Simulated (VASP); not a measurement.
# B6P7 in VASP: a series of runs, part 2 of 2

VASP 6.6.1.

## 5. Single point, PBE

Contents of INCAR:

```
  PREC = Accurate
  ENCUT = 420
  EDIFF = 1E-6
  ISMEAR = -1
  SIGMA = 0.2482
  LREAL = Auto
  LASPH = True
  NELM = 120
  ALGO = Normal
  ISIF = 2
  LWAVE = False
  LCHARG = False
  GGA = PE
  ISYM = -1
  NBANDS = 72
  GGA_COMPAT = False
```

Contents of KPOINTS:

```
explicit points
1
Reciprocal
  0.25000000   0.25000000   0.25000000 1
```

Contents of POSCAR:

```
B6P7
1.0
    7.0133910000      0.4643600000      0.0424130000
    0.4643600000      7.2659330000      0.0942560000
    0.0424130000      0.0942560000      7.1824730000
P B
14 12
Direct
    0.8850157357      0.1076792883      0.3269669665
    0.7704351150      0.5173699422      0.1565885892
    0.7281487587      0.2261356878      0.6396312776
    0.1186566446      0.1049785259      0.8957802640
    0.7581338886      0.5046807948      0.8467695005
    0.3698855509      0.8362661185      0.6999380220
    0.2753689289      0.8917304467      0.3044369025
    0.0881074447      0.6238183980      0.3659898857
   -0.1369084256     -0.0036964287      0.7572865373
    0.3883117543      0.3567916019      1.0074762250
    0.1796547084      0.2337613300      0.5664507053
    1.2513254111      0.6016370261      0.9048040467
    0.4848453044      0.5601359217      0.3325534373
    0.7204265865     -0.1525662903      0.5110778468
    0.5635770699      0.9339668153      0.8189191981
    0.5294316315      0.7906848115      0.2303435639
    0.4945212875      0.5406314908      0.7923092933
    0.6294239548      0.2556593264      0.9019813672
    0.5408476015      0.8983459537      0.0461031367
    0.4004125278      1.1163415697      0.3704526857
    1.0132737061      0.4346891986      0.1593387065
    0.6972893548     -0.0561289119      0.2030070079
    0.5806925806      0.1554798190      0.2352173381
    0.4452339038      0.1053539509     -0.0407567070
    0.1577035369      0.4878289877      0.5707015551
    0.3884708904      0.5391214419      0.5913828501
```

Potentials or basis: VASP PAW PBE potentials, release 64 (P, B).

Started as:

```
> cat potpaw_PBE.64/P/POTCAR potpaw_PBE.64/B/POTCAR > POTCAR
> mpirun -np 1 vasp_std > vasp.out
```

OUTCAR:

```text
PREC = Accurate
   ENCUT = 420
   EDIFF = 1E-6
   ISMEAR = -1
   LREAL = Auto
   LASPH = True
   NELM = 120
   ISIF = 2
   GGA = PE
   ISYM = -1

 ion  position               nearest neighbor table
   1  0.885  0.108  0.327-  22 2.11  23 2.23   3 2.61  14 2.66
   2  0.770  0.517  0.157-  21 1.73   5 2.23  13 2.35  16 2.50   8 2.91
   3  0.728  0.226  0.640-   9 1.99  18 2.01   5 2.58   1 2.61  14 2.94
   4  0.119  0.105  0.896-   9 2.30  24 2.35  11 2.57   6 2.85  10 2.94
   5  0.758  0.505  0.847-  17 1.88  18 2.15   2 2.23   3 2.58
   6  0.370  0.836  0.700-  15 1.84  17 2.30  26 2.31  12 2.45  14 2.81   4 2.85   7 2.93
   7  0.275  0.892  0.304-  16 1.92  20 2.02   8 2.52  13 2.66   6 2.93
   8  0.088  0.624  0.366-  25 1.79  21 2.17   7 2.52  13 2.78   2 2.91
   9  0.863  0.996  0.757-   3 1.99  15 2.25   4 2.30  14 2.40
  10  0.388  0.357  0.007-  24 1.86  18 1.91  12 2.04  17 2.20  23 2.46  13 2.93   4 2.94
  11  0.180  0.234  0.566-  25 1.84  20 2.19   4 2.57
  12  0.251  0.602  0.905-  17 1.89  10 2.04   6 2.45  26 2.47
  13  0.485  0.560  0.333-  16 1.88  26 1.98   2 2.35   7 2.66   8 2.78  10 2.93
  14  0.720  0.847  0.511-  22 2.31   9 2.40  16 2.51  15 2.52   1 2.66   6 2.81   3 2.94
  15  0.564  0.934  0.819-  19 1.65  24 1.74   6 1.84   9 2.25  14 2.52
  16  0.529  0.791  0.230-  19 1.53  22 1.73  13 1.88   7 1.92   2 2.50  14 2.51
  17  0.495  0.541  0.792-  26 1.63   5 1.88  12 1.89  10 2.20   6 2.30
  18  0.629  0.256  0.902-  24 1.84  10 1.91   3 2.01   5 2.15
  19  0.541  0.898  0.046-  16 1.53  22 1.65  15 1.65  24 1.68
  20  0.400  0.116  0.370-  23 1.64   7 2.02  11 2.19
  21  0.013  0.435  0.159-   2 1.73   8 2.17
  22  0.697  0.944  0.203-  19 1.65  23 1.67  16 1.73   1 2.11  14 2.31
  23  0.581  0.155  0.235-  20 1.64  22 1.67   1 2.23  10 2.46
  24  0.445  0.105  0.959-  19 1.68  15 1.74  18 1.84  10 1.86   4 2.35
  25  0.158  0.488  0.571-  26 1.72   8 1.79  11 1.84
  26  0.388  0.539  0.591-  17 1.63  25 1.72  13 1.98   6 2.31  12 2.47

IMPORTANT INFORMATION: All symmetrisations will be switched off!
NOSYMM: (Re-)initialisation of all symmetry stuff for point group C_1.

----------------------------------------------------------------------------------------

                                     Primitive cell

[... 125 lines left out ...]
   LEPSILON=     F    determine dielectric tensor
   LRPA    =     F    only Hartree local field effects (RPA)
 non-spin polarized calculation
  energy-cutoff  :      420.00
  volume of cell :      364.39
 maximum number of plane-waves:      7122
 NGX is ok and might be reduce to    48
   NGX = 23   NGY = 25   NGZ = 23

 number of electron     106.0000008 magnetization

 Free energy of the ion-electron system (eV)
  ---------------------------------------------------
  ext. energy  EPLUGINS =         0.00000000
  ---------------------------------------------------
  free energy    TOTEN  =      -131.70905768 eV

  energy without entropy =     -129.44640906  energy(sigma->0) =     -130.57773337

 E-fermi :   5.8261     XC(G=0): -10.2292

 val. band max:        5.7750840910   @ k =   0.2500   0.2500   0.2500
 cond. band min:       6.0745511437   @ k =   0.2500   0.2500   0.2500
 fundamental gap:      0.2994670527
 Fermi energy:         5.8261237742

 k-point     1 :       0.2500    0.2500    0.2500
  band No.  band energies     occupation
      1      -9.5073      2.00000
      2      -8.7186      2.00000
      3      -8.2145      2.00000
      4      -7.6820      2.00000
      5      -7.2595      2.00000
      6      -6.7648      2.00000
[... 57 lines left out ...]
     64       7.8913      0.00049
     65       8.0749      0.00023
 [bands above 65 left out]

------------------------ aborting loop because EDIFF is reached ----------------------------------------

  FORCE on cell =-STRESS in cart. coord.  units (eV):
  Direction    XX          YY          ZZ          XY          YZ          ZX
  --------------------------------------------------------------------------------------
  -------------------------------------------------------------------------------------
  Total        5.6381840     19.3854568      6.7720204    -13.5077571    -17.2946553      0.5200249
  in kB       24.7903919     85.2354353     29.7757288    -59.3919228    -76.0424419      2.2864848
  external PRESSURE =      46.6005187 kB  Pullay stress =       0.0000000 kB

 VOLUME and BASIS-vectors are now :
 -----------------------------------------------------------------------------
  energy-cutoff  :      420.00
  volume of cell :      364.39
      direct lattice vectors                 reciprocal lattice vectors
     7.013391000  0.464360000  0.042413000     0.143194064 -0.009142006 -0.000725600
     0.464360000  7.265933000  0.094256000    -0.009142006  0.138235665 -0.001760090
     0.042413000  0.094256000  7.182473000    -0.000725600 -0.001760090  0.139255194

 POSITION                                       TOTAL-FORCE (eV/Angst)
 -----------------------------------------------------------------------------------
      6.27083      1.22417      2.39612        -0.939898     -0.654558     -1.284495
      5.65025      4.13169      1.20613        -1.644804      0.269551     -0.748053
      5.23893      2.04150      4.64633        -0.824657      2.584228     -1.235738
      0.91893      0.90230      6.44885         1.056900      0.650636     -0.594155
      5.58736      4.09884      6.16162        -0.165326     -0.810283      0.436943
      3.01217      6.31399      5.12180        -0.614141     -0.343898     -1.079644
[... 18 lines left out ...]
      1.35677      3.67156      4.15172         1.520646      0.080702      1.500324
      2.99993      4.15335      4.31488         0.334996      0.554613      0.283325
 -----------------------------------------------------------------------------------
    total drift:                               -0.002921      0.002158     -0.001128

  FREE ENERGIE OF THE ION-ELECTRON SYSTEM (eV)
  ---------------------------------------------------
  free  energy   TOTEN  =      -131.7090576769 eV

  energy  without entropy=     -129.4464090603  energy(sigma->0) =     -130.57773337
```

OSZICAR:

```text
N       E                     dE             d eps       ncg     rms          rms(c)
DAV:   1     0.313167661653E+03    0.31317E+03   -0.40043E+04   144   0.108E+03
DAV:   2    -0.116355669857E+03   -0.42952E+03   -0.40788E+03   184   0.200E+02
DAV:   3    -0.145718660634E+03   -0.29363E+02   -0.28518E+02   176   0.501E+01
DAV:   4    -0.146527817371E+03   -0.80916E+00   -0.79802E+00   176   0.880E+00
DAV:   5    -0.146565089096E+03   -0.37272E-01   -0.37193E-01   192   0.160E+00    0.263E+01
DAV:   6    -0.132062159166E+03    0.14503E+02   -0.59826E+01   208   0.281E+01    0.158E+01
DAV:   7    -0.131837857794E+03    0.22430E+00   -0.16758E+01   168   0.124E+01    0.875E+00
DAV:   8    -0.131729526149E+03    0.10833E+00   -0.19777E+00   176   0.447E+00    0.351E+00
DAV:   9    -0.131709646652E+03    0.19879E-01   -0.28499E-01   176   0.177E+00    0.130E+00
DAV:  10    -0.131708392965E+03    0.12537E-02   -0.56585E-02   176   0.773E-01    0.690E-01
DAV:  11    -0.131708759614E+03   -0.36665E-03   -0.91378E-03   168   0.311E-01    0.304E-01
DAV:  12    -0.131708986117E+03   -0.22650E-03   -0.20297E-03   176   0.146E-01    0.105E-01
DAV:  13    -0.131709031084E+03   -0.44967E-04   -0.27235E-04   176   0.559E-02    0.442E-02
DAV:  14    -0.131709044124E+03   -0.13039E-04   -0.56139E-05   168   0.243E-02    0.210E-02
DAV:  15    -0.131709055008E+03   -0.10885E-04   -0.18555E-05   160   0.140E-02    0.799E-03
DAV:  16    -0.131709057197E+03   -0.21892E-05   -0.39317E-06   160   0.666E-03    0.334E-03
DAV:  17    -0.131709057677E+03   -0.47964E-06   -0.67121E-07    96   0.282E-03
   1 F= -.13170906E+03 E0= -.13057773E+03  d E =-.226265E+01
```

stdout:

```text
POSCAR found type information on POSCAR P B
 POSCAR found :  2 types and      26 ions
 scaLAPACK will be used
 LDA part: xc-table for (Slater+PW92), standard interpolation
 POSCAR, INCAR and KPOINTS ok, starting setup
 FFT: planning ... GRIDC
 FFT: planning ... GRID_SOFT
 FFT: planning ... GRID
 WAVECAR not read
 entering main loop
```

Run time: 60 s. Hardware: 1 thread of Intel Xeon Platinum 8259CL at 2.50GHz (Skylake/Cascade Lake), shared host; peak memory 0.32 GiB.

What came out:

```
Free energy   : -131.7091 eV
Pressure      : 4.7 GPa
Largest force : 3.474 eV/Å
```

Forces in eV/Å, atoms in the order of the input:
```
P   -0.940 -0.655 -1.284
P   -1.645  0.270 -0.748
P   -0.825  2.584 -1.236
P    1.057  0.651 -0.594
P   -0.165 -0.810  0.437
P   -0.614 -0.344 -1.080
P   -0.531  1.666  0.290
P   -0.968 -0.066 -1.924
P    0.029 -3.124  1.520
P   -0.068 -1.204  2.296
P    0.187 -1.637 -0.142
P   -2.529  1.809 -0.720
P    0.072 -0.959 -0.586
P    0.774  0.713 -1.253
B    0.874  0.378  1.003
B   -0.265 -1.836  2.181
B    0.553 -0.128 -0.347
B   -0.593  0.427 -0.758
B    0.773  0.594 -1.686
B   -1.978  0.352  1.595
B    3.209  0.020  1.323
B    1.789 -0.472  1.871
B   -0.442  0.561 -1.248
B    0.392  0.575 -0.696
B    1.521  0.081  1.500
B    0.335  0.555  0.283
```

Caveat: the atoms stand as in a frame of molecular dynamics.

## 6. Summary

```csv
cell,smearing,pressure (GPa),largest force (eV/Å)
"as given, atomic positions A",fermi-dirac 0.3447 eV,4.1,6.25
"as given, atomic positions B",fermi-dirac 0.2482 eV,3.3,5.68
"as given, atomic positions C",fermi-dirac 0.2482 eV,2.8,5.23
"as given, atomic positions D",fermi-dirac 0.2482 eV,4.7,3.47
```

Alike in all rows: task single point; level PBE; potentials or basis VASP PAW PBE potentials, release 64 (P, B); no spin polarisation; k mesh 1 × 1 × 1, shifted; cutoff (eV) 420.

Caveats: the atoms stand as in a frame of molecular dynamics.

Total energies depend on the potentials used, so only differences within one code and one set of settings carry meaning.
